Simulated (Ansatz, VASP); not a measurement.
**Two plane-wave programs on Hf**

```xyz
2
Lattice="3.1987 0.0000 0.0000 -1.5994 2.7702 0.0000 0.0000 0.0000 5.0505" Properties=species:S:1:pos:R:3 pbc="T T T"
Hf    0.0000    1.8468    1.2626
Hf    1.5994    0.9234    3.7879
```

Alike in both runs: task single point; functional r2SCAN; k mesh 3 × 3 × 2; occupations fermi-dirac, width 0.1 eV; no spin polarisation.

|  | VASP | Ansatz |
| --- | --- | --- |
| version | VASP 6.6.1 | Ansatz 0.2.0 |
| potentials or method | VASP PAW PBE potentials, release 64 (Hf_pv), cutoff 520 eV | plane waves (500 eV) with PAW, scalar-relativistic |
| valence electrons in the cell | 20 | 52 |

VASP gave:

```
pressure (GPa)                                                : -1.4
traceless stress, the component that is largest in VASP (GPa) : -2.03
```

Task: Estimate Ansatz's values.

Result: Pressure (GPa): -0.8; traceless stress, the component that is largest in VASP (GPa): -1.76.

VASP's potentials were made for PBE, not for r2SCAN. VASP's potentials hold 20 valence electrons a cell and Ansatz's 52, so a difference there can come from the potentials and not from the codes.

The k mesh is coarse, so the values compare programs but aren't converged. Spin-orbit coupling is off throughout.
